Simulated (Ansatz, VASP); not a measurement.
# One calculation of Au, two programs

```
Au
1.0
    -1.51977    1.51977    1.51977
     1.51977   -1.51977    1.51977
     1.51977    1.51977   -1.51977
Au
1
Direct
  0.00000 0.00000 0.00000
```

Change from the starting cell: volume scaled by 0.78, LAPW.

Alike in both runs: task single point; functional PBE; k mesh 16 × 16 × 16; occupations fermi-dirac, width 0.08 eV; no spin polarisation.

|  | VASP | Ansatz |
| --- | --- | --- |
| version | VASP 6.6.1 | Ansatz 0.2.0 |
| potentials or method | VASP PAW PBE potentials, release 64 (Au), cutoff 520 eV | all-electron LAPW, scalar-relativistic |

```tsv
	VASP	Ansatz	Ansatz less VASP
pressure (GPa)	70.3	70.7	+0.46
```

Both programs put the cell under a high pressure, so it lies far from rest at this level. Ansatz ran all-electron here, and VASP with PAW potentials.

Spin-orbit coupling is off throughout. Noted on VASP's run: the cell as given lies far from equilibrium.
